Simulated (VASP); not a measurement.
Crystal: SiO2.

```xyz
12
Lattice="4.9640 0.0000 0.0000 0.0000 4.9640 0.0000 0.0000 0.0000 6.9200" Properties=species:S:1:pos:R:3 pbc="T T T"
Si    1.5187    1.5187    0.0000
Si    0.9633    4.0007    1.7300
Si    3.4453    3.4453    3.4600
Si    4.0007    0.9633    5.1900
O     1.1743    0.5858    1.2858
O     1.8962    3.6563    3.0158
O     3.7897    4.3782    4.7458
O     3.0678    1.3077    6.4758
O     3.6563    1.8962    3.9042
O     4.3782    3.7897    2.1742
O     1.3077    3.0678    0.4442
O     0.5858    1.1743    5.6342
```

Base run:

- Program: VASP 6.6.1
- Functional: r2SCAN
- Potentials or basis: VASP PAW PBE potentials, release 64 (Si, O)
- Cutoff: 520 eV
- k mesh: 5 × 5 × 4
- Occupations: fermi-dirac, width 0.02 eV
- Spin: no spin polarisation

Its results: band gap on the k mesh 6.27 eV; pressure -3.3 GPa; largest force 0.296 eV/Å.

Question: The run is repeated on the same cell with these changes: functional from r2SCAN to PBE; further incar settings from ALGO = Normal; EDIFF = 1e-08; NBANDS = 44 to ALGO = Normal; EDIFF = 1e-06; NBANDS = 44. What comes out?

Answer: Band gap on the k mesh 5.63 eV; pressure 1.5 GPa; largest force 0.038 eV/Å.

Caveats: the cell stands under tension (at least some runs); the PAW data sets were made with another functional, which shifts forces and pressure a little (at least some runs).

A k mesh can miss the band edges.
